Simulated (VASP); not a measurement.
# TiTe2 (P-3m1) in VASP: further runs

TiTe2 is run at these levels: PBE; tasks: single point.

Program: VASP 6.6.1. These are calculated values, not measurements. Logs are shortened: lines on timing, memory, paths and dates and some standing lists are left out, and cuts for length are marked.

## 1. The cell of the first run

It takes space group P-3m1 (No. 164, trigonal). Conventional cell: a = 3.762 Å, b = 3.762 Å, c = 7.181 Å, α = 90.00°, β = 90.00°, γ = 120.00°. Ti (site symmetry -3m) has 6 Te at 2.78 Å and 6 Ti at 3.76 Å within 3.8 Å. Within 3.8 Å of Te (site symmetry 3m) lie 3 Ti at 2.78 Å and 6 Te at 3.76 Å.

## 2. Single point, PBE (29.34 Å³/atom)

Contents of INCAR:

```
PREC = Accurate
ENCUT = 520
EDIFF = 1E-7
ISMEAR = 0
SIGMA = 0.05
LREAL = F
LASPH = T
NELM = 60
ALGO = Normal
ISIF = 2
LWAVE = F
LCHARG = F
GGA = PE
NBANDS = 19
```

Contents of KPOINTS:

```
Automatic mesh
0
Gamma
  10 10 6
```

Contents of POSCAR:

```
TiTe2
1.0
    3.7619604489      0.0000000000      0.0000000000
   -1.8809802245      3.2579533168      0.0000000000
    0.0000000000      0.0000000000      7.1814306539
Ti Te
1 2
Direct
    0.0000000000      0.0000000000      0.0000000000
    0.3333333333      0.6666666667      0.2422031386
    0.6666666667      0.3333333333      0.7577968614
```

Potentials or basis: VASP PAW PBE potentials, release 64 (Ti_sv, Te).

Command:

```bash
> cat potpaw_PBE.64/Ti_sv/POTCAR potpaw_PBE.64/Te/POTCAR > POTCAR
> mpirun -np 1 vasp_std > vasp.out
```

OUTCAR:

```text
PREC = Accurate
   ENCUT = 520
   EDIFF = 1E-7
   ISMEAR = 0
   LREAL = F
   LASPH = T
   NELM = 60
   ISIF = 2
   GGA = PE

 ion  position               nearest neighbor table
   1  0.000  0.000  0.000-   2 2.78   3 2.78   3 2.78   2 2.78   3 2.78   2 2.78
   2  0.333  0.667  0.242-   1 2.78   1 2.78   1 2.78
   3  0.667  0.333  0.758-   1 2.78   1 2.78   1 2.78

  LATTYP: Found a hexagonal cell.
 ALAT       =     3.7619604489
 C/A-ratio  =     1.9089596373

  Lattice vectors:

 A1 = (   3.7619604489,   0.0000000000,   0.0000000000)
 A2 = (  -1.8809802245,   3.2579533168,   0.0000000000)
 A3 = (   0.0000000000,   0.0000000000,   7.1814306539)

Analysis of symmetry for initial positions (statically):
=====================================================================
 Subroutine PRICEL returns:
 Original cell was already a primitive cell.

 Routine SETGRP: Setting up the symmetry group for a
 hexagonal supercell.

 Subroutine GETGRP returns: Found 12 space group operations
 (whereof 12 operations were pure point group operations)
 out of a pool of 24 trial point group operations.

The static configuration has the point symmetry D_3d.

Analysis of symmetry for dynamics (positions and initial velocities):
=====================================================================
 Subroutine PRICEL returns:
 Original cell was already a primitive cell.

 Routine SETGRP: Setting up the symmetry group for a
 hexagonal supercell.

 Subroutine GETGRP returns: Found 12 space group operations
 (whereof 12 operations were pure point group operations)
 out of a pool of 24 trial point group operations.

The dynamic configuration has the point symmetry D_3d.

 Subroutine INISYM returns: Found 12 space group operations
 (whereof 12 operations are pure point group operations),
 and found     1 'primitive' translations

----------------------------------------------------------------------------------------

                                     Primitive cell

  volume of cell :      88.0177

  direct lattice vectors                    reciprocal lattice vectors
     3.761960449  0.000000000  0.000000000     0.265818850  0.153470585  0.000000000
    -1.880980225  3.257953317  0.000000000     0.000000000  0.306941169  0.000000000
     0.000000000  0.000000000  7.181430654     0.000000000  0.000000000  0.139248020

  length of vectors
     3.761960449  3.761960449  7.181430654     0.306941169  0.306941169  0.139248020

  position of ions in fractional coordinates (direct lattice)
     0.000000000  0.000000000  0.000000000
     0.333333333  0.666666667  0.242203139
     0.666666667  0.333333333  0.757796861

  ion indices of the primitive-cell ions
   primitive index   ion index
                 1           1
                 2           2
                 3           3

----------------------------------------------------------------------------------------

 KPOINTS: Automatic mesh

Automatic generation of k-mesh.
 Grid dimensions read from file:
 generate k-points for:   10   10    6

 Generating k-lattice:

  Cartesian coordinates                     Fractional coordinates (reciprocal lattice)
     0.026581885  0.015347058  0.000000000     0.100000000 -0.000000000  0.000000000
     0.000000000  0.030694117  0.000000000     0.000000000  0.100000000  0.000000000
     0.000000000  0.000000000  0.023208003     0.000000000  0.000000000  0.166666667

  Length of vectors
     0.030694117  0.030694117  0.023208003

  Shift w.r.t. Gamma in fractional coordinates (k-lattice)
     0.000000000  0.000000000  0.000000000

 Subroutine IBZKPT returns following result:
 ===========================================

 Found     72 irreducible k-points:

 Following reciprocal coordinates:
            Coordinates               Weight
  0.000000  0.000000  0.000000      1.000000
  0.100000  0.000000  0.000000      6.000000
  0.200000  0.000000  0.000000      6.000000
  0.300000  0.000000  0.000000      6.000000
  0.400000 -0.000000  0.000000      6.000000
  0.500000 -0.000000  0.000000      3.000000
[... 16 lines left out ...]
  0.000000  0.400000  0.166667      6.000000
  0.500000 -0.000000  0.166667      6.000000
 [... further k-points ...]
   k-points           NKPTS =     72   k-points in BZ     NKDIM =     72   number of bands    NBANDS=     19
   number of dos      NEDOS =    301   number of ions     NIONS =      3
   total plane-waves  NPLWV =  42336
   dimension x,y,z NGX =    28 NGY =   28 NGZ =   54
   dimension x,y,z NGXF=    56 NGYF=   56 NGZF=  108
   ions per type =               1   2
   NGX,Y,Z   is equivalent  to a cutoff of  12.37, 12.37, 12.50 a.u.
   NGXF,Y,Z  is equivalent  to a cutoff of  24.75, 24.75, 25.00 a.u.
 SYSTEM =  unknown system
   PREC   = accura    normal or accurate (medium, high low for compatibility)
   ISTART =      0    job   : 0-new  1-cont  2-samecut
   ICHARG =      2    charge: 1-file 2-atom 10-const
   ISPIN  =      1    spin polarized calculation?
   LNONCOLLINEAR =      F non collinear calculations
   LSORBIT =      F    spin-orbit coupling
   LASPH  =      T    aspherical Exc in radial PAW
   ENCUT  =  520.0 eV  38.22 Ry    6.18 a.u.   6.99  6.99 13.35*2*pi/ulx,y,z
   NELM   =     60;   NELMIN=  2; NELMDL= -5     # of ELM steps
   EDIFF  = 0.1E-06   stopping-criterion for ELM
   LREAL  =      F    real-space projection
   EDIFFG = 0.1E-05   stopping-criterion for IOM
   NSW    =      0    number of steps for IOM
   IBRION =     -1    ionic relax: 0-MD 1-quasi-New 2-CG
   NFREE  =      0    steps in history (QN), initial steepest desc. (CG)
   ISIF   =      2    stress and relaxation
   ISYM   =      2    0-nonsym 1-usesym 2-fastsym
   POTIM  = 0.5000    time-step for ionic-motion
   TEBEG  =    0.0;   TEEND  =   0.0 temperature during run
   PSTRESS=    0.0 pullay stress
   NELECT =      24.0000    total number of electrons
   NUPDOWN=      -1.0000    fix difference up-down
   EMIN   =  10.00;   EMAX   =-10.00  energy-range for DOS
   EFERMI =   0.00;   METHOD = LEGACY
   ISMEAR =     0;   SIGMA  =   0.05  broadening in eV -4-tet -1-fermi 0-gaus
   EFERMI_NEDOS =   21; number of points for ismear=-14 and -15
   IALGO  =     38    algorithm
   IMIX   =      4    mixing-type and parameters
     AMIX     =   0.40;   BMIX     =  1.00
     AMIX_MAG =   1.60;   BMIX_MAG =  1.00
  volume/ion in A,a.u.               =      29.34       197.99
  Fermi-wavevector in a.u.,A,eV,Ry     =   1.061586  2.006107 15.333291  1.126965
  Thomas-Fermi vector in A             =   2.197007
   LORBIT       =      0    0 simple, 1 ext, 2 COOP (PROOUT), +10 PAW based schemes
   GGA     = PE    functional components
   LHFCALC =     F    Hartree Fock is set to
   AEXX    =    0.0000 exact exchange contribution
   IVDW    =     0    specifies the selected vdW correction
   LEPSILON=     F    determine dielectric tensor
   LRPA    =     F    only Hartree local field effects (RPA)
 non-spin polarized calculation
 Gauss-broadening in eV      SIGMA  =   0.05
  energy-cutoff  :      520.00
  volume of cell :       88.02
 maximum number of plane-waves:      2389
   NGX = 13   NGY = 13   NGZ = 27

 number of electron      23.9999992 magnetization

 Free energy of the ion-electron system (eV)
  ---------------------------------------------------
  ext. energy  EPLUGINS =         0.00000000
  ---------------------------------------------------
  free energy    TOTEN  =       -16.22018716 eV

  energy without entropy =      -16.21865512  energy(sigma->0) =      -16.21942114

 E-fermi :   5.7291     XC(G=0):  -9.3240

 val. band max:        5.7226497383   @ k =   0.0000   0.3000   0.1667
 cond. band min:       5.7392358568   @ k =   0.4000  -0.0000   0.0000
 fundamental gap:      0.0165861185
 Fermi energy:         5.7290777803

 k-point     1 :       0.0000    0.0000    0.0000
  band No.  band energies     occupation
      1     -51.7770      2.00000
      2     -28.0270      2.00000
      3     -28.0270      2.00000
      4     -27.9864      2.00000
      5      -6.3581      2.00000
      6      -5.3209      2.00000
[... 11 lines left out ...]
     18      10.9793      0.00000
     19      11.2190      0.00000

 k-point     2 :       0.1000    0.0000    0.0000
  band No.  band energies     occupation
      1     -51.7767      2.00000
      2     -28.0310      2.00000
      3     -28.0279      2.00000
      4     -27.9854      2.00000
      5      -6.2486      2.00000
      6      -5.2537      2.00000
[... 11 lines left out ...]
     18      11.3954      0.00000
     19      11.8977      0.00000

 k-point     3 :       0.2000    0.0000    0.0000
  band No.  band energies     occupation
      1     -51.7759      2.00000
      2     -28.0415      2.00000
      3     -28.0303      2.00000
      4     -27.9830      2.00000
      5      -5.9354      2.00000
      6      -5.0685      2.00000
[... 11 lines left out ...]
     18      11.8810      0.00000
     19      11.9739      0.00000

 k-point     4 :       0.3000    0.0000    0.0000
  band No.  band energies     occupation
      1     -51.7750      2.00000
      2     -28.0545      2.00000
      3     -28.0333      2.00000
      4     -27.9801      2.00000
      5      -5.4730      2.00000
      6      -4.8215      2.00000
[... 11 lines left out ...]
     18      11.2314      0.00000
     19      11.7359      0.00000

 k-point     5 :       0.4000   -0.0000    0.0000
  band No.  band energies     occupation
      1     -51.7742      2.00000
      2     -28.0650      2.00000
      3     -28.0358      2.00000
      4     -27.9777      2.00000
      5      -4.9813      2.00000
      6      -4.6275      2.00000
[... 11 lines left out ...]
     18      10.9143      0.00000
     19      11.1561      0.00000

 k-point     6 :       0.5000   -0.0000    0.0000
  band No.  band energies     occupation
      1     -51.7739      2.00000
      2     -28.0690      2.00000
      3     -28.0367      2.00000
      4     -27.9768      2.00000
      5      -4.6705      2.00000
      6      -4.6373      2.00000
[... 11 lines left out ...]
     18      10.9323      0.00000
     19      11.0389      0.00000

 k-point     7 :       0.1000    0.1000    0.0000
  band No.  band energies     occupation
      1     -51.7762      2.00000
      2     -28.0380      2.00000
      3     -28.0299      2.00000
      4     -27.9838      2.00000
      5      -6.0370      2.00000
      6      -5.1272      2.00000
[... 11 lines left out ...]
     18      11.8513      0.00000
     19      12.6915      0.00000

 k-point     8 :       0.2000    0.1000    0.0000
  band No.  band energies     occupation
      1     -51.7753      2.00000
      2     -28.0490      2.00000
      3     -28.0333      2.00000
      4     -27.9811      2.00000
      5      -5.6473      2.00000
      6      -4.9082      2.00000
[... 256 lines left out ...]
 k-point    20 :       0.3000    0.0000    0.1667
  band No.  band energies     occupation
      1     -51.7750      2.00000
      2     -28.0545      2.00000
      3     -28.0333      2.00000
      4     -27.9801      2.00000
      5      -5.4364      2.00000
      6      -4.8715      2.00000
[... 11 lines left out ...]
     18      10.9325      0.00000
     19      11.9447      0.00000

 k-point    21 :       0.0000    0.3000    0.1667
  band No.  band energies     occupation
      1     -51.7750      2.00000
      2     -28.0545      2.00000
      3     -28.0333      2.00000
      4     -27.9801      2.00000
      5      -5.4537      2.00000
      6      -4.8465      2.00000
[... 11 lines left out ...]
     18      10.9401      0.00000
     19      11.5434      0.00000

 k-point    22 :       0.4000   -0.0000    0.1667
  band No.  band energies     occupation
      1     -51.7742      2.00000
      2     -28.0650      2.00000
      3     -28.0358      2.00000
      4     -27.9777      2.00000
      5      -4.9416      2.00000
      6      -4.6735      2.00000
[... 11 lines left out ...]
     18      10.3451      0.00000
     19      11.4085      0.00000

 k-point    23 :       0.0000    0.4000    0.1667
  band No.  band energies     occupation
      1     -51.7742      2.00000
      2     -28.0650      2.00000
      3     -28.0358      2.00000
      4     -27.9777      2.00000
      5      -4.9836      2.00000
      6      -4.6219      2.00000
[... 11 lines left out ...]
     18      10.4679      0.00000
     19      11.0573      0.00000

 k-point    24 :       0.5000   -0.0000    0.1667
  band No.  band energies     occupation
      1     -51.7739      2.00000
      2     -28.0690      2.00000
      3     -28.0367      2.00000
      4     -27.9767      2.00000
      5      -4.6852      2.00000
      6      -4.6201      2.00000
[... 11 lines left out ...]
     18      10.4045      0.00000
     19      11.0896      0.00000

 [... further k-points ...]

------------------------ aborting loop because EDIFF is reached ----------------------------------------

  FORCE on cell =-STRESS in cart. coord.  units (eV):
  Direction    XX          YY          ZZ          XY          YZ          ZX
  --------------------------------------------------------------------------------------
  -------------------------------------------------------------------------------------
  Total       -0.0991058     -0.0991058     -0.0417238      0.0000000      0.0000000      0.0000000
  in kB       -1.8040120     -1.8040120     -0.7594943      0.0000000      0.0000000      0.0000000
  external PRESSURE =      -1.4558394 kB  Pullay stress =       0.0000000 kB

 VOLUME and BASIS-vectors are now :
 -----------------------------------------------------------------------------
  energy-cutoff  :      520.00
  volume of cell :       88.02
      direct lattice vectors                 reciprocal lattice vectors
     3.761960449  0.000000000  0.000000000     0.265818850  0.153470585  0.000000000
    -1.880980225  3.257953317  0.000000000     0.000000000  0.306941169  0.000000000
     0.000000000  0.000000000  7.181430654     0.000000000  0.000000000  0.139248020

 POSITION                                       TOTAL-FORCE (eV/Angst)
 -----------------------------------------------------------------------------------
      0.00000      0.00000      0.00000         0.000000      0.000000      0.000000
     -0.00000      2.17197      1.73937        -0.000000      0.000000      0.014800
      1.88098      1.08598      5.44207         0.000000     -0.000000     -0.014800
 -----------------------------------------------------------------------------------
    total drift:                                0.000000      0.000000      0.000000

  FREE ENERGIE OF THE ION-ELECTRON SYSTEM (eV)
  ---------------------------------------------------
  free  energy   TOTEN  =       -16.2201871556 eV

  energy  without entropy=      -16.2186551213  energy(sigma->0) =      -16.21942114
```

It took 3.6 min on 1 thread of AMD EPYC 7R43 (Zen 3), shared host; peak memory 0.23 GiB.

What came out:

- Free energy: -16.2202 eV
- Pressure: -0.1 GPa
- Largest force: 0.015 eV/Å
- Band gap on the k mesh: zero (bands 12 and 13 overlap by 0.64 eV)

Forces in eV/Å, atoms in the order of the input:
```
Ti   0.000  0.000  0.000
Te   0.000  0.000  0.015
Te   0.000  0.000 -0.015
```

Levels at points of the mesh, in eV from the Fermi level:
| k point | band 9 | band 10 | band 11 | band 12 | band 13 | band 14 | band 15 | band 16 |
| --- | --- | --- | --- | --- | --- | --- | --- | --- |
| (0.00, 0.00, 0.00) | -1.49 | -0.31 | 0.32 | 0.43 | 0.43 | 1.15 | 1.15 | 3.26 |
| (0.50, 0.00, 0.00) | -2.28 | -2.22 | -1.71 | -0.77 | -0.02 | 1.18 | 1.51 | 2.56 |
| (0.00, 0.00, 0.50) | -1.47 | -1.47 | 0.42 | 0.42 | 0.81 | 1.06 | 1.06 | 3.40 |
| (0.50, 0.00, 0.50) | -2.34 | -1.80 | -1.35 | -0.59 | -0.22 | 1.18 | 1.50 | 2.85 |

Caveat: spin-orbit coupling is left out, which moves the levels of the heavy elements; this functional lacks dispersion, which binds the layers, so the pressure and a relaxed spacing across them are unreliable.

## 3. Single point, PBE (29.91 Å³/atom)

This run uses another cell than the first one, of 29.91 Å³/atom.

Contents of INCAR:

```
  PREC = Accurate
  ENCUT = 520
  EDIFF = 1E-6
  ISMEAR = 0
  SIGMA = 0.05
  LREAL = F
  LASPH = T
  NELM = 60
  ALGO = Normal
  ISIF = 2
  LWAVE = F
  LCHARG = F
  GGA = PE
  NBANDS = 19
```

KPOINTS is that of step 2.

Contents of POSCAR:

```
TiTe2
1.0
    3.7643438319      0.0000000000      0.0000000000
   -1.8821719159      3.2600173870      0.0000000000
    0.0000000000      0.0000000000      7.3129738427
Ti Te
1 2
Direct
    0.0000000000      0.0000000000      0.0000000000
    0.3333333333      0.6666666667      0.2378079375
    0.6666666667      0.3333333333      0.7621920625
```

Potentials or basis: VASP PAW PBE potentials, release 64 (Ti_sv, Te).

Command:

```bash
> cat potpaw_PBE.64/Ti_sv/POTCAR potpaw_PBE.64/Te/POTCAR > POTCAR
> mpirun -np 1 vasp_std > vasp.out
```

It took 3.1 min on 1 thread of AMD EPYC 7R43 (Zen 3), shared host; peak memory 0.24 GiB.

It converged, with:

```
Free energy            : -16.2180 eV
Pressure               : -0.2 GPa
Largest force          : 0.018 eV/Å
Band gap on the k mesh : zero (bands 12 and 13 overlap by 0.63 eV)
```

Forces in eV/Å, atoms in the order of the input:
```
Ti   0.000  0.000  0.000
Te   0.000  0.000  0.018
Te   0.000  0.000 -0.018
```

Stress tensor (GPa, compression positive):
```
-0.26  0.00  0.00
 0.00 -0.26  0.00
 0.00  0.00 -0.13
```

Levels at points of the mesh, in eV from the Fermi level:
| k point | band 8 | band 9 | band 10 | band 11 | band 12 | band 13 | band 14 | band 15 | band 16 | band 17 |
| --- | --- | --- | --- | --- | --- | --- | --- | --- | --- | --- |
| (0.00, 0.00, 0.00) | -1.49 | -1.49 | -0.44 | 0.34 | 0.43 | 0.43 | 1.15 | 1.15 | 3.28 | 3.28 |
| (0.50, 0.00, 0.00) | -3.82 | -2.27 | -2.14 | -1.72 | -0.74 | -0.02 | 1.18 | 1.50 | 2.60 | 3.12 |
| (0.00, 0.00, 0.50) | -2.17 | -1.47 | -1.47 | 0.42 | 0.42 | 0.79 | 1.07 | 1.07 | 3.39 | 3.39 |
| (0.50, 0.00, 0.50) | -4.10 | -2.32 | -1.78 | -1.40 | -0.60 | -0.20 | 1.18 | 1.50 | 2.88 | 3.28 |

Caveat: spin-orbit coupling is left out, which moves the levels of the heavy elements; this functional lacks dispersion, which binds the layers, so the pressure and a relaxed spacing across them are unreliable.
